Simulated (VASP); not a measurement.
Here is a VASP 6.6.1 calculation.

Contents of POSCAR:

```
CdTe
1.0
    0.0000000000      3.0044960191      3.0044960191
    3.0044960191      0.0000000000      3.0044960191
    3.0044960191      3.0044960191      0.0000000000
Cd Te
1 1
Direct
    0.0000000000      0.0000000000      0.0000000000
    0.5000000000      0.5000000000      0.5000000000
```

Contents of INCAR.step1:

```
PREC = Accurate
ENCUT = 520
ISMEAR = -1
SIGMA = 0.03
LREAL = F
LASPH = T
NELM = 80
NBANDS = 16
GGA = PE
ALGO = Normal
EDIFF = 1E-4
LWAVE = T
LCHARG = F
```

File INCAR.step2:

```
PREC = Accurate
ENCUT = 520
EDIFF = 1E-8
ISMEAR = -1
SIGMA = 0.03
LREAL = F
LASPH = T
NELM = 80
ALGO = Normal
ISIF = 2
LWAVE = F
LCHARG = F
METAGGA = R2SCAN
LMIXTAU = T
LEFG = T
NBANDS = 16
ISTART = 1
```

The input KPOINTS:

```
Automatic mesh
0
Gamma
  10 10 10
```

Potentials or basis: VASP PAW PBE potentials, release 64 (Cd, Te).

Command:

```sh
$ cat potpaw_PBE.64/Cd/POTCAR potpaw_PBE.64/Te/POTCAR > POTCAR
$ cp INCAR.step1 INCAR
$ mpirun -np 1 vasp_std > vasp.out
$ cp INCAR.step2 INCAR
$ mpirun -np 1 vasp_std > vasp.out
```

Question: Estimate the pressure.

Answer: 2.3 GPa.

Question: What does it give for the band gap on the k mesh?

Answer: Zero (bands 9 and 10 overlap by 1.06 eV).

Caveat: the PAW data sets were made with another functional, which shifts forces and pressure a little; spin-orbit coupling is left out, which moves the levels of the heavy elements.
